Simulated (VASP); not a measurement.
# Al (Im-3m) in VASP: notebook

Runs on Al. Level: PBEsol. Tasks: single point.

Everything below comes from runs of VASP 6.6.1. Logs are shortened: lines on timing, memory, paths and dates and some standing lists are left out, and cuts for length are marked.

### Step 1. The cell of the first run

Symmetry: Im-3m, No. 229, cubic system. The conventional cell has a = 3.182 Å, b = 3.182 Å, c = 3.182 Å, α = 90.00°, β = 90.00°, γ = 90.00°. Within 3.6 Å of Al (site symmetry m-3m) lie 14 Al at 2.76 to 3.18 Å.

### Step 2. Single point, PBEsol

Contents of INCAR:

```
PREC = Accurate
ENCUT = 520
EDIFF = 1E-6
ISMEAR = -1
SIGMA = 0.05
LREAL = False
LASPH = True
NELM = 60
ALGO = Normal
ISIF = 2
LWAVE = False
LCHARG = False
GGA = PS
NBANDS = 8
```

Contents of KPOINTS:

```
Automatic mesh
0
Gamma
  10 10 10
```

Contents of POSCAR:

```
Al
1.0
   -1.5912186900      1.5912186900      1.5912186900
    1.5912186900     -1.5912186900      1.5912186900
    1.5912186900      1.5912186900     -1.5912186900
Al
1
Direct
    0.0000000000      0.0000000000      0.0000000000
```

Potentials or basis: VASP PAW PBE potentials, release 64 (Al).

Command:

```console
$ cat potpaw_PBE.64/Al/POTCAR > POTCAR
$ mpirun -np 1 vasp_std > vasp.out
```

OUTCAR:

```text
PREC = Accurate
   ENCUT = 520
   EDIFF = 1E-6
   ISMEAR = -1
   LREAL = False
   LASPH = True
   NELM = 60
   ISIF = 2
   GGA = PS

 ion  position               nearest neighbor table
   1  0.000  0.000  0.000-

  LATTYP: Found a body centered cubic cell.
 ALAT       =     3.1824373800

  Lattice vectors:

 A1 = (  -1.5912186900,   1.5912186900,   1.5912186900)
 A2 = (   1.5912186900,  -1.5912186900,   1.5912186900)
 A3 = (   1.5912186900,   1.5912186900,  -1.5912186900)

Analysis of symmetry for initial positions (statically):
=====================================================================
 Subroutine PRICEL returns:
 Original cell was already a primitive cell.

 Routine SETGRP: Setting up the symmetry group for a
 body centered cubic supercell.

 Subroutine GETGRP returns: Found 48 space group operations
[... 9 lines left out ...]

 Routine SETGRP: Setting up the symmetry group for a
 body centered cubic supercell.

 Subroutine GETGRP returns: Found 48 space group operations
[... 11 lines left out ...]
                                     Primitive cell

  volume of cell :      16.1157

  direct lattice vectors                    reciprocal lattice vectors
    -1.591218690  1.591218690  1.591218690     0.000000000  0.314224565  0.314224565
     1.591218690 -1.591218690  1.591218690     0.314224565  0.000000000  0.314224565
     1.591218690  1.591218690 -1.591218690     0.314224565  0.314224565  0.000000000

  length of vectors
     2.756071617  2.756071617  2.756071617     0.444380641  0.444380641  0.444380641

  position of ions in fractional coordinates (direct lattice)
     0.000000000  0.000000000  0.000000000

  ion indices of the primitive-cell ions
   primitive index   ion index
                 1           1

----------------------------------------------------------------------------------------

 KPOINTS: Automatic mesh

Automatic generation of k-mesh.
 Grid dimensions read from file:
 generate k-points for:   10   10   10

 Generating k-lattice:

  Cartesian coordinates                     Fractional coordinates (reciprocal lattice)
     0.000000000  0.031422456  0.031422456     0.100000000  0.000000000  0.000000000
     0.031422456  0.000000000  0.031422456     0.000000000  0.100000000  0.000000000
     0.031422456  0.031422456  0.000000000     0.000000000  0.000000000  0.100000000

  Length of vectors
     0.044438064  0.044438064  0.044438064

  Shift w.r.t. Gamma in fractional coordinates (k-lattice)
     0.000000000  0.000000000  0.000000000

 Subroutine IBZKPT returns following result:
 ===========================================

 Found     47 irreducible k-points:

 Following reciprocal coordinates:
            Coordinates               Weight
  0.000000  0.000000  0.000000      1.000000
  0.100000  0.000000  0.000000     12.000000
  0.200000  0.000000  0.000000     12.000000
  0.300000  0.000000  0.000000     12.000000
  0.400000  0.000000  0.000000     12.000000
  0.500000  0.000000  0.000000      6.000000
[... 16 lines left out ...]
  0.300000  0.300000  0.100000      8.000000
 -0.300000  0.300000  0.100000     24.000000
 [... further k-points ...]
   k-points           NKPTS =     47   k-points in BZ     NKDIM =     47   number of bands    NBANDS=      8
   number of dos      NEDOS =    301   number of ions     NIONS =      1
   total plane-waves  NPLWV =   8000
   dimension x,y,z NGX =    20 NGY =   20 NGZ =   20
   dimension x,y,z NGXF=    40 NGYF=   40 NGZF=   40
   ions per type =               1
   NGX,Y,Z   is equivalent  to a cutoff of  12.06, 12.06, 12.06 a.u.
   NGXF,Y,Z  is equivalent  to a cutoff of  24.13, 24.13, 24.13 a.u.
 SYSTEM =  unknown system
   PREC   = accura    normal or accurate (medium, high low for compatibility)
   ISTART =      0    job   : 0-new  1-cont  2-samecut
   ICHARG =      2    charge: 1-file 2-atom 10-const
   ISPIN  =      1    spin polarized calculation?
   LNONCOLLINEAR =      F non collinear calculations
   LSORBIT =      F    spin-orbit coupling
   LASPH  =      T    aspherical Exc in radial PAW
   ENCUT  =  520.0 eV  38.22 Ry    6.18 a.u.   5.12  5.12  5.12*2*pi/ulx,y,z
   NELM   =     60;   NELMIN=  2; NELMDL= -5     # of ELM steps
   EDIFF  = 0.1E-05   stopping-criterion for ELM
   LREAL  =      F    real-space projection
   EDIFFG = 0.1E-04   stopping-criterion for IOM
   NSW    =      0    number of steps for IOM
   IBRION =     -1    ionic relax: 0-MD 1-quasi-New 2-CG
   NFREE  =      0    steps in history (QN), initial steepest desc. (CG)
   ISIF   =      2    stress and relaxation
   ISYM   =      2    0-nonsym 1-usesym 2-fastsym
   POTIM  = 0.5000    time-step for ionic-motion
   TEBEG  =    0.0;   TEEND  =   0.0 temperature during run
   PSTRESS=    0.0 pullay stress
   NELECT =       3.0000    total number of electrons
   NUPDOWN=      -1.0000    fix difference up-down
   EMIN   =  10.00;   EMAX   =-10.00  energy-range for DOS
[... 5 lines left out ...]
     AMIX     =   0.40;   BMIX     =  1.00
     AMIX_MAG =   1.60;   BMIX_MAG =  1.00
  volume/ion in A,a.u.               =      16.12       108.75
  Fermi-wavevector in a.u.,A,eV,Ry     =   0.934757  1.766435 11.888371  0.873771
  Thomas-Fermi vector in A             =   2.061595
   LORBIT       =      0    0 simple, 1 ext, 2 COOP (PROOUT), +10 PAW based schemes
   GGA     = PS    functional components
   LHFCALC =     F    Hartree Fock is set to
   AEXX    =    0.0000 exact exchange contribution
   IVDW    =     0    specifies the selected vdW correction
   LEPSILON=     F    determine dielectric tensor
   LRPA    =     F    only Hartree local field effects (RPA)
 non-spin polarized calculation
  energy-cutoff  :      520.00
  volume of cell :       16.12
 maximum number of plane-waves:       466
   NGX = 11   NGY = 11   NGZ = 11

 number of electron       3.0000000 magnetization

 Free energy of the ion-electron system (eV)
  ---------------------------------------------------
  ext. energy  EPLUGINS =         0.00000000
  ---------------------------------------------------
  free energy    TOTEN  =        -4.00538790 eV

  energy without entropy =       -4.00273236  energy(sigma->0) =       -4.00406013

 E-fermi :   8.1643     XC(G=0): -10.3463

 val. band max:        8.1139135007   @ k =   0.5000   0.5000   0.4000
 cond. band min:       8.1793147624   @ k =  -0.4000   0.4000   0.2000
 fundamental gap:      0.0654012617
 Fermi energy:         8.1643435158

 k-point     1 :       0.0000    0.0000    0.0000
  band No.  band energies     occupation
      1      -3.0911      2.00000
      2      21.5856      0.00000
      3      21.5856      0.00000
      4      21.5856      0.00000
      5      23.2296      0.00000
      6      23.2296      0.00000
      7      23.2296      0.00000
      8      24.6684      0.00000

 k-point     2 :       0.1000    0.0000    0.0000
  band No.  band energies     occupation
      1      -2.7990      2.00000
      2      18.7572      0.00000
      3      20.1487      0.00000
      4      20.5580      0.00000
      5      22.1286      0.00000
      6      23.1470      0.00000
      7      24.1793      0.00000
      8      24.8699      0.00000

 k-point     3 :       0.2000    0.0000    0.0000
  band No.  band energies     occupation
      1      -1.9264      2.00000
      2      14.5784      0.00000
      3      18.5808      0.00000
      4      18.9246      0.00000
      5      20.5498      0.00000
      6      21.8265      0.00000
      7      25.4138      0.00000
      8      25.5354      0.00000

 k-point     4 :       0.3000    0.0000    0.0000
  band No.  band energies     occupation
      1      -0.4842      2.00000
      2      10.6291      0.00000
      3      17.4446      0.00000
      4      17.6072      0.00000
      5      19.3294      0.00000
      6      20.7617      0.00000
      7      26.6368      0.00000
      8      27.0016      0.00000

 k-point     5 :       0.4000    0.0000    0.0000
  band No.  band energies     occupation
      1       1.5086      2.00000
      2       7.1103      2.00000
      3      16.7635      0.00000
      4      16.7878      0.00000
      5      18.5825      0.00000
      6      20.0574      0.00000
      7      28.0772      0.00000
      8      28.9680      0.00000

 k-point     6 :       0.5000    0.0000    0.0000
  band No.  band energies     occupation
      1       3.7924      2.00000
      2       4.3159      2.00000
      3      16.5113      0.00000
      4      16.5368      0.00000
      5      18.3321      0.00000
      6      19.8117      0.00000
      7      29.1192      0.00000
      8      30.4897      0.00000

 k-point     7 :       0.1000    0.1000    0.0000
  band No.  band energies     occupation
      1      -2.2167      2.00000
      2      16.6723      0.00000
      3      16.9864      0.00000
      4      19.2534      0.00000
      5      22.3905      0.00000
      6      22.4476      0.00000
      7      24.9355      0.00000
      8      25.2719      0.00000

 k-point     8 :       0.2000    0.1000    0.0000
  band No.  band energies     occupation
      1      -1.0593      2.00000
      2      12.7338      0.00000
      3      15.3321      0.00000
      4      17.8810      0.00000
      5      21.1187      0.00000
      6      22.8109      0.00000
      7      24.7501      0.00000
      8      27.5408      0.00000

 k-point     9 :       0.3000    0.1000    0.0000
  band No.  band energies     occupation
      1       0.6586      2.00000
      2       9.0079      0.00000
      3      14.2892      0.00000
      4      16.9120      0.00000
      5      20.1451      0.00000
      6      22.5203      0.00000
      7      25.6827      0.00000
      8      29.4578      0.00000

 k-point    10 :       0.4000    0.1000    0.0000
  band No.  band energies     occupation
      1       2.9070      2.00000
      2       5.7445      2.00000
      3      13.7640      0.00000
      4      16.4192      0.00000
      5      19.6402      0.00000
      6      22.1790      0.00000
      7      27.3897      0.00000
      8      29.6444      0.00000
[... 78 lines left out ...]
 k-point    18 :       0.4000    0.1000    0.1000
  band No.  band energies     occupation
      1       4.3324      2.00000
      2       4.8819      2.00000
      3      12.4474      0.00000
      4      13.2465      0.00000
      5      23.3446      0.00000
      6      23.7855      0.00000
      7      29.4646      0.00000
      8      30.8156      0.00000

 k-point    19 :      -0.1000    0.1000    0.1000
  band No.  band energies     occupation
      1      -2.5075      2.00000
      2      18.2073      0.00000
      3      18.2073      0.00000
      4      20.4402      0.00000
      5      20.8280      0.00000
      6      22.1577      0.00000
      7      24.8319      0.00000
      8      24.8319      0.00000

 k-point    20 :       0.2000    0.2000    0.1000
  band No.  band energies     occupation
      1       1.7911      2.00000
      2       9.7497      0.00000
      3      10.4231      0.00000
      4      12.9678      0.00000
      5      25.7375      0.00000
      6      25.8170      0.00000
      7      28.2614      0.00000
      8      28.2807      0.00000

 k-point    21 :       0.3000    0.2000    0.1000
  band No.  band energies     occupation
      1       4.0154      2.00000
      2       6.8161      2.00000
      3       9.6046      0.00000
      4      12.4255      0.00000
      5      25.5035      0.00000
      6      26.9533      0.00000
      7      28.6120      0.00000
      8      30.3214      0.00000

 k-point    22 :      -0.2000    0.2000    0.1000
  band No.  band energies     occupation
      1      -1.6367      2.00000
      2      14.7625      0.00000
      3      16.4739      0.00000
      4      18.8659      0.00000
      5      20.5017      0.00000
      6      21.4569      0.00000
      7      24.4712      0.00000
      8      27.1119      0.00000

 k-point    23 :       0.3000    0.3000    0.1000
  band No.  band energies     occupation
      1       6.2264      2.00000
      2       6.2264      2.00000
      3       7.2252      2.00000
      4      12.1460      0.00000
      5      27.4734      0.00000
      6      27.5367      0.00000
      7      27.5367      0.00000
      8      32.1541      0.00000

 k-point    24 :      -0.3000    0.3000    0.1000
  band No.  band energies     occupation
      1      -0.1974      2.00000
      2      10.8804      0.00000
      3      15.2161      0.00000
      4      17.6180      0.00000
      5      20.3417      0.00000
      6      21.2769      0.00000
      7      23.8538      0.00000
      8      29.6915      0.00000

 [... further k-points ...]
[... 5 lines left out ...]
  --------------------------------------------------------------------------------------
  -------------------------------------------------------------------------------------
  Total        0.2832810      0.2832810      0.2832810      0.0000000      0.0000000      0.0000000
  in kB       28.1629665     28.1629665     28.1629665      0.0000000      0.0000000      0.0000000
  external PRESSURE =      28.1629665 kB  Pullay stress =       0.0000000 kB

 VOLUME and BASIS-vectors are now :
 -----------------------------------------------------------------------------
  energy-cutoff  :      520.00
  volume of cell :       16.12
      direct lattice vectors                 reciprocal lattice vectors
    -1.591218690  1.591218690  1.591218690     0.000000000  0.314224565  0.314224565
     1.591218690 -1.591218690  1.591218690     0.314224565  0.000000000  0.314224565
     1.591218690  1.591218690 -1.591218690     0.314224565  0.314224565  0.000000000

 POSITION                                       TOTAL-FORCE (eV/Angst)
 -----------------------------------------------------------------------------------
      0.00000      0.00000      0.00000         0.000000      0.000000     -0.000000
 -----------------------------------------------------------------------------------
    total drift:                                0.000000      0.000000      0.000000

  FREE ENERGIE OF THE ION-ELECTRON SYSTEM (eV)
  ---------------------------------------------------
  free  energy   TOTEN  =        -4.0053878999 eV

  energy  without entropy=       -4.0027323583  energy(sigma->0) =       -4.00406013
```

Wall time 4.6 s (1 thread of Intel Xeon 8259CL, shared host); peak memory 0.12 GiB.

What came out:

- Free energy: -4.0054 eV
- Pressure: 2.8 GPa

Caveat: the PAW data sets were made with another functional, which shifts forces and pressure a little.

### Step 3. Single point, PBEsol

This run uses another cell than the first one, of 12.97 Å³/atom, 0.805 times its volume.

Contents of INCAR:

```
SYSTEM = Al
PREC     = Accurate       ! precision mode
ENCUT    = 520            ! plane-wave cutoff, eV
EDIFF    = 1E-6           ! SCF threshold, eV
ISMEAR   = -1             ! smearing method
SIGMA    = 0.05           ! smearing width, eV
LREAL    = .False.        ! projectors in reciprocal space
LASPH    = .True.         ! aspherical terms in the spheres
NELM     = 100            ! most SCF steps
ALGO     = Normal         ! electronic algorithm
ISIF     = 2              ! what is computed and relaxed
LWAVE    = .False.        ! write WAVECAR
LCHARG   = .False.        ! write CHGCAR
GGA      = PS             ! functional
NBANDS   = 8              ! bands
```

Contents of KPOINTS:

```
regular mesh
0
Gamma
  12 12 12
  0 0 0
```

Contents of POSCAR:

```
Al
1.0
   -1.4802960967      1.4802960967      1.4802960967
    1.4802960967     -1.4802960967      1.4802960967
    1.4802960967      1.4802960967     -1.4802960967
Al
1
Direct
    0.0000000000      0.0000000000      0.0000000000
```

Potentials or basis: VASP PAW PBE potentials, release 64 (Al).

Command:

```console
$ cat potpaw_PBE.64/Al/POTCAR > POTCAR
$ mpirun -np 1 vasp_std > vasp.out
```

Wall time 6.8 s (1 thread of Intel Xeon 8259CL, shared host); peak memory 0.12 GiB.

It converged, with:

```yaml
Free_energy: -3.7142 eV
Pressure: 30.2 GPa
```

Levels at points of the mesh, in eV from the Fermi level:
| k point | band 1 | band 2 | band 3 | band 4 |
| --- | --- | --- | --- | --- |
| (0.00, 0.00, 0.00) | -12.91 | 14.78 | 14.78 | 14.78 |
| (0.50, 0.00, 0.00) | -5.26 | -4.18 | 8.83 | 10.21 |
| (0.50, 0.50, 0.50) | 2.35 | 2.35 | 2.35 | 2.53 |

Caveat: the PAW data sets were made with another functional, which shifts forces and pressure a little.
